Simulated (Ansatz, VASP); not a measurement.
## Two plane-wave programs on AlGa3N4

```xyz
8
Lattice="5.2966 0.0000 0.0001 0.0000 3.2599 0.0000 -0.0037 0.0000 5.6428" Properties=species:S:1:pos:R:3 pbc="T T T"
Al    0.0007    1.6300    3.7658
Ga    2.6424    1.6300    1.8900
Ga    2.6401    0.0000    4.6924
Ga    5.2953    0.0000    0.9379
N     0.6326    1.6300    1.9191
N     0.6201    0.0000    4.6631
N     3.2856    0.0000    0.9380
N     3.3409    1.6300    3.7655
```

Change from the starting cell: strain +0.030 along x and y, +0.030 along z, atoms carried along.

Alike in both runs: task single point; functional PBEsol; k mesh 6 × 8 × 6; occupations gaussian, width 0.05 eV; no spin polarisation.

|  | VASP | Ansatz |
| --- | --- | --- |
| version | VASP 6.6.1 | Ansatz 0.2.0 |
| potentials or method | VASP PAW PBE potentials, release 64 (Al, Ga_d, N), cutoff 520 eV | scalar-relativistic, plane waves, PAW |
| valence electrons in the cell | 62 | 62 |

```csv
,VASP,Ansatz,Ansatz less VASP
gap on the k mesh at the Fermi level (eV),1.77,1.76,-0.012
least direct gap on the mesh (eV),1.77,1.76,-0.012
pressure (GPa),-14.2,-14.1,+0.12
"traceless stress, the component that is largest in VASP (GPa)",0.16,0.15,-0.016
rms of the force components (eV/Å),0.017,0.016,-0.0013
```

VASP's potentials were made for PBE, not for PBEsol. Atom by atom the forces differ by 0.001 eV/Å (rms over components). With one functional, cell and mesh, what is left measures potentials, basis and numerics.
